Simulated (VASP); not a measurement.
# Fe (Im-3m) in VASP: settings compared, part 2 of 2

VASP 6.6.1. Earlier steps stand in the parts before.

### 4 Single point, PBEsol+U, collinear spin, ferromagnetic start

POSCAR reads:

```
Fe
1.0
   -1.4430000000      1.4430000000      1.4430000000
    1.4430000000     -1.4430000000      1.4430000000
    1.4430000000      1.4430000000     -1.4430000000
Fe
1
Direct
    0.0000000000      0.0000000000      0.0000000000
```

INCAR.step1 reads:

```
SYSTEM = Fe
ALGO     = Normal         ! electronic algorithm
EDIFF    = 1E-6           ! SCF threshold, eV
ENCUT    = 520            ! plane-wave cutoff, eV
GGA      = PS             ! functional
GGA_COMPAT= .False.      
ISIF     = 2              ! what is computed and relaxed
ISMEAR   = 0              ! smearing method
ISPIN    = 2              ! spin polarisation
LASPH    = .True.         ! aspherical terms in the spheres
LCHARG   = .True.         ! write CHGCAR
LDAU     = .True.         ! DFT+U
LDAUJ    = 0            
LDAUL    = 2              ! shell
LDAUPRINT= 1            
LDAUTYPE = 2            
LDAUU    = 5.3            ! U, eV
LMAXMIX  = 4              ! l up to which the mixer works
LORBIT   = 11             ! projections on sites
LREAL    = .False.        ! projectors in reciprocal space
LWAVE    = .False.        ! write WAVECAR
MAGMOM   = 3              ! initial moments
NBANDS   = 14             ! bands
NEDOS    = 2001           ! points of the DOS
NELM     = 200            ! most SCF steps
PREC     = Accurate       ! precision mode
SIGMA    = 0.1            ! smearing width, eV
```

KPOINTS.step1 reads:

```
k-points
0
Gamma
  13 13 13
  0 0 0
```

INCAR.step2 reads:

```
SYSTEM = Fe
ALGO     = Normal         ! electronic algorithm
EDIFF    = 1E-6           ! SCF threshold, eV
ENCUT    = 520            ! plane-wave cutoff, eV
GGA      = PS             ! functional
GGA_COMPAT= .False.      
ICHARG   = 11             ! starting density
ISIF     = 2              ! what is computed and relaxed
ISMEAR   = -5             ! smearing method
ISPIN    = 2              ! spin polarisation
LASPH    = .True.         ! aspherical terms in the spheres
LCHARG   = .False.        ! write CHGCAR
LDAU     = .True.         ! DFT+U
LDAUJ    = 0            
LDAUL    = 2              ! shell
LDAUPRINT= 1            
LDAUTYPE = 2            
LDAUU    = 5.3            ! U, eV
LMAXMIX  = 4              ! l up to which the mixer works
LORBIT   = 10             ! projections on sites
LREAL    = .False.        ! projectors in reciprocal space
LWAVE    = .False.        ! write WAVECAR
MAGMOM   = 3              ! initial moments
NEDOS    = 1001           ! points of the DOS
NELM     = 200            ! most SCF steps
PREC     = Accurate       ! precision mode
SIGMA    = 0.1            ! smearing width, eV
```

KPOINTS.step2 reads:

```
k-points
0
Gamma
  20 20 20
  0 0 0
```

Launch:

```console
cat potpaw_PBE.64/Fe/POTCAR > POTCAR
cp INCAR.step1 INCAR
cp KPOINTS.step1 KPOINTS
mpirun -np 1 vasp_std > vasp.out
cp INCAR.step2 INCAR
cp KPOINTS.step2 KPOINTS
mpirun -np 1 vasp_std > vasp.out
```

Run time: 34 s. Hardware: 1 thread of Intel Xeon 6975P-C (Granite Rapids), shared host; peak memory 0.19 GiB.

The run converged. Its results:

* Net moment: 2.93 μB per cell
* Site moments: Fe +3.07 μB
* Valence electrons inside the program's atomic spheres: Fe 7.21

Levels at points of the mesh, in eV from the Fermi level:
Spin up:
```tsv
k point	band 2	band 3	band 4	band 5	band 6	band 7	band 8	band 9
(0.00, 0.00, 0.00)	-5.27	-5.27	-5.27	-4.10	-4.10	24.06	24.06	24.06
(0.50, 0.00, 0.00)	-6.20	-4.05	-3.97	-2.85	0.07	5.11	17.44	18.75
(0.50, 0.50, 0.50)	-7.29	-3.09	-3.09	-3.09	9.01	9.01	9.01	12.19
```
Spin down:
```
           k point  band 1  band 2  band 3  band 4  band 5  band 6  band 7
(0.00, 0.00, 0.00)   -8.46    0.46    0.46    0.46    3.23    3.23   23.63
(0.50, 0.00, 0.00)   -2.97   -0.82    0.10    2.87    3.35    3.51    8.57
(0.50, 0.50, 0.50)   -1.56   -1.56    3.05    3.05    3.05    9.33    9.33
```

Eigenvalues of the final occupation matrices:
```csv
site,spin,trace,eigenvalues
site 1 d,1,4.72,0.94 0.94 0.94 0.95 0.95
site 1 d,2,1.50,0.19 0.19 0.37 0.37 0.37
```

Caveat: the PAW data sets were made with another functional, which shifts forces and pressure a little; the U is typed as a test and isn't derived for this compound; tetrahedron occupations give inexact forces and stress in metals.

### 5 Elastic constants, PBE, collinear spin, ferromagnetic start

INCAR reads:

```
SYSTEM = Fe
PREC = Accurate ; ENCUT = 600
EDIFF = 1E-8 ; ISMEAR = -1
SIGMA = 0.05 ; LREAL = .False.
LASPH = .True. ; NELM = 150
ALGO = Fast ; ISIF = 3
LWAVE = .False. ; LCHARG = .False.
ISPIN = 2 ; MAGMOM = 3
LORBIT = 11 ; LMAXMIX = 4
GGA = PE ; NBANDS = 14
IBRION = 6 ; NFREE = 2
POTIM = 0.015 ; NSW = 1
```

KPOINTS reads:

```
Automatic mesh
0
Gamma
  11 11 11
  0 0 0
```

POSCAR is that of step 4.

Potentials or basis: VASP PAW PBE potentials, release 64 (Fe).

Launch:

```console
cat potpaw_PBE.64/Fe/POTCAR > POTCAR
mpirun -np 1 vasp_std > vasp.out
```

OUTCAR:

```text
SYSTEM = Fe
   PREC = Accurate
   ENCUT = 600
   EDIFF = 1E-8
   ISMEAR = -1
   LREAL = .False.
   LASPH = .True.
   NELM = 150
   ISIF = 3
   ISPIN = 2
   LORBIT = 11
   GGA = PE
   IBRION = 6
   NFREE = 2
   POTIM = 0.015
   NSW = 1

 ion  position               nearest neighbor table
   1  0.000  0.000  0.000-

  LATTYP: Found a body centered cubic cell.
 ALAT       =     2.8860000000

  Lattice vectors:

 A1 = (  -1.4430000000,   1.4430000000,   1.4430000000)
 A2 = (   1.4430000000,  -1.4430000000,   1.4430000000)
 A3 = (   1.4430000000,   1.4430000000,  -1.4430000000)

Analysis of symmetry for initial positions (statically):
[... 1250 lines left out ...]
  --------------------------------------------------------------------------------
  x     0.00000     0.00000     0.00000     0.00000     0.00000     0.00000
  y     0.00000     0.00000     0.00000     0.00000     0.00000     0.00000
  z     0.00000     0.00000     0.00000     0.00000     0.00000     0.00000

 Eigenvectors and eigenvalues of the dynamical matrix
 ----------------------------------------------------

   1 f  =    0.000000 THz     0.000000 2PiTHz    0.000000 cm-1     0.000000 meV
             X         Y         Z           dx          dy          dz
      0.000000  0.000000  0.000000     1.000000    0.000000    0.000000

   2 f  =    0.000000 THz     0.000000 2PiTHz    0.000000 cm-1     0.000000 meV
             X         Y         Z           dx          dy          dz
      0.000000  0.000000  0.000000     0.000000    1.000000    0.000000

   3 f  =    0.000000 THz     0.000000 2PiTHz    0.000000 cm-1     0.000000 meV
             X         Y         Z           dx          dy          dz
      0.000000  0.000000  0.000000     0.000000    0.000000    1.000000

--------------------------------------------------------------------------------------------------------

 ELASTIC MODULI CONTR FROM IONIC RELAXATION (kBar)
 Direction    XX          YY          ZZ          XY          YZ          ZX
 --------------------------------------------------------------------------------
 XX           0.0000      0.0000      0.0000      0.0000      0.0000      0.0000
 YY           0.0000      0.0000      0.0000      0.0000      0.0000      0.0000
 ZZ           0.0000      0.0000      0.0000      0.0000      0.0000      0.0000
 XY           0.0000      0.0000      0.0000      0.0000      0.0000      0.0000
 YZ           0.0000      0.0000      0.0000      0.0000      0.0000      0.0000
 ZX           0.0000      0.0000      0.0000      0.0000      0.0000      0.0000
 --------------------------------------------------------------------------------

 TOTAL ELASTIC MODULI (kBar)
 Direction    XX          YY          ZZ          XY          YZ          ZX
 --------------------------------------------------------------------------------
 XX        2162.5856   1096.8283   1096.8283      0.0000      0.0000     -0.0000
 YY        1096.8283   2162.5856   1096.8283      0.0000      0.0000     -0.0000
 ZZ        1096.8283   1096.8283   2162.5856      0.0000     -0.0000     -0.0000
 XY           0.0000      0.0000      0.0000    639.9001      0.0000      0.0000
 YZ           0.0000      0.0000     -0.0000      0.0000    639.9001      0.0000
 ZX          -0.0000     -0.0000     -0.0000      0.0000      0.0000    639.9001
 --------------------------------------------------------------------------------

 total charge

# of ion       s       p       d       tot
------------------------------------------
    1        0.465   0.491   6.203   7.158

 magnetization (x)

# of ion       s       p       d       tot
------------------------------------------
    1       -0.013  -0.054   2.354   2.286
```

Run time: 28 min. Hardware: 1 thread of AMD EPYC 7R13, shared host; peak memory 0.29 GiB.

Results:

```yaml
Net_moment: 2.28 μB per cell
Site_moments: Fe +2.29 μB
Valence_electrons_inside_the_program's_atomic_spheres: Fe 7.16
Elastic_constants_C11_C12_C44: 216, 110, 64 GPa
Voigt_bulk_modulus: 145 GPa
```

Elastic tensor in Voigt notation (GPa, in the Cartesian axes of the cell as first typed):
```
216 110 110   0   0   0
110 216 110   0   0   0
110 110 216   0   0   0
  0   0   0  64   0   0
  0   0   0   0  64   0
  0   0   0   0   0  64
```

Clamped-ion elastic tensor (GPa):
```
216 110 110   0   0   0
110 216 110   0   0   0
110 110 216   0   0   0
  0   0   0  64   0   0
  0   0   0   0  64   0
  0   0   0   0   0  64
```

Caveat: the cell is under stress, which shifts elastic constants.

### 6 The runs side by side

| task | level | potentials or basis | U | cell | k mesh | cutoff (eV) | smearing | k mesh for the DOS | occupations for the DOS | ions in elastic constants | gap on the mesh (eV) | pressure (GPa) | moment (μB) |
| --- | --- | --- | --- | --- | --- | --- | --- | --- | --- | --- | --- | --- | --- |
| single point | LDA+U | VASP PAW LDA potentials, release 64 (Fe) | Fe d U = 7.0 eV | a = 2.499 Å, angles 109.5°, 1 atom | 13 × 13 × 13, shifted | 600 | gaussian 0.01 eV | - | - | - | none | 0.5 | 3.04 |
| single point | RPBE+U | VASP PAW PBE potentials, release 64 (Fe) | Fe d U = 3.0 eV | a = 2.619 Å, angles 109.5°, 1 atom | 13 × 13 × 13 | 600 | methfessel-paxton 0.05 eV | - | - | - | none | -5.9 | 2.93 |
| single point | PBEsol+U | VASP PAW PBE potentials, release 64 (Fe) | Fe d U = 5.3 eV | a = 2.499 Å, angles 109.5°, 1 atom | 13 × 13 × 13 | 520 | gaussian 0.1 eV | 20 × 20 × 20 | tetrahedron | - | - | - | 2.93 |
| elastic constants | PBE | VASP PAW PBE potentials, release 64 (Fe) | - | a = 2.499 Å, angles 109.5°, 1 atom | 11 × 11 × 11 | 600 | fermi-dirac 0.05 eV | - | - | relaxed | - | - | 2.28 |

Alike in all rows: spin collinear, ferromagnetic start.

Caveats: the U is typed as a test and isn't derived for this compound (at least some runs); the PAW data sets were made with another functional, which shifts forces and pressure a little (at least some runs); the cell stands under tension (at least some runs); tetrahedron occupations give inexact forces and stress in metals (at least some runs); the cell is under stress, which shifts elastic constants (at least some runs).

Total energies depend on the potentials used, so only differences within one code and one set of settings carry meaning.
